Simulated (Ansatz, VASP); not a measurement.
# Two plane-wave programs on GaSb

Contents of POSCAR:

```
GaSb
1.0
    0.0000000000      3.0297014304      3.0959595446
    3.0297014304      0.0000000000      3.0959595446
    3.0297014304      3.0297014304      0.0000000000
Ga Sb
1 1
Direct
    0.0000000000      0.0000000000      0.0000000000
    0.2500000000      0.2500000000      0.2500000000
```

The input INCAR.step1:

```
PREC = Accurate
ENCUT = 520
EDIFF = 1E-5
ISMEAR = -1
SIGMA = 0.02
LREAL = F
LASPH = T
NELM = 60
ALGO = Normal
ISIF = 2
LWAVE = T
LCHARG = F
GGA = PE
NBANDS = 16
LUSENCCL = F
```

File INCAR.step2:

```
PREC = Accurate
ENCUT = 520
EDIFF = 1E-6
ISMEAR = -1
SIGMA = 0.02
LREAL = F
LASPH = T
NELM = 60
ALGO = Normal
ISIF = 2
LWAVE = F
LCHARG = F
GGA = PE
LHFCALC = T
HFSCREEN = 0.2079
PRECFOCK = Normal
ISTART = 1
NBANDS = 16
LUSENCCL = F
```

KPOINTS

```
Automatic mesh
0
Gamma
  6 6 6
```

Input for Ansatz:

```yaml
crystal:
  lattice:
    - [0.0, 3.0297014304, 3.0959595446]
    - [3.0297014304, 0.0, 3.0959595446]
    - [3.0297014304, 3.0297014304, 0.0]
  atoms:
    - { symbol: Ga, position: [0.0, 0.0, 0.0] }
    - { symbol: Sb, position: [0.25, 0.25, 0.25] }
kpoints:
  mp_grid: { grid: [6, 6, 6] }
  band_path:
    path:
      - [0.0, 0.0, 0.0]
      - [-0.5, -0.5, 0.0]
      - [-0.375, -0.375, 0.25]
      - [-0.375, 0.0, 0.375]
      - [0.0, 0.0, 0.5]
      - [-0.5, -0.25, 0.25]
    npoints: 1
hamiltonian:
  xc: hse06
scf:
  occupations: { method: fermi_dirac, width: 0.02 }
  n_extra_bands: 4
output:
  forces: true
  stress: true
  eigenvalues: true
```

Change from the starting cell: epitaxial_xy strain -1.2%.

Alike in both runs: task single point; functional HSE06; k mesh 6 × 6 × 6; occupations fermi-dirac, width 0.02 eV; no spin polarisation.

|  | VASP | Ansatz |
| --- | --- | --- |
| version | VASP 6.6.1 | Ansatz 0.2.0 |
| potentials or method | VASP PAW PBE potentials, release 64 (Ga_d, Sb) | plane waves, PAW |
| plane-wave cutoff (eV) | 520 | 420 |
| valence electrons in the cell | 18 | 28 |

```tsv
	VASP	Ansatz	Ansatz less VASP
gap on the k mesh at the Fermi level (eV)	0.86	0.84	-0.020
pressure (GPa)	0.5	1.0	+0.49
traceless stress, the component that is largest in VASP (GPa)	-0.79	-0.77	+0.015
```

VASP's potentials hold 18 valence electrons a cell and Ansatz's 28, so a difference there can come from the potentials and not from the codes. Ansatz's warnings: stress exchange threshold loose, stress scf threshold loose.

Neither program's run includes spin-orbit coupling.
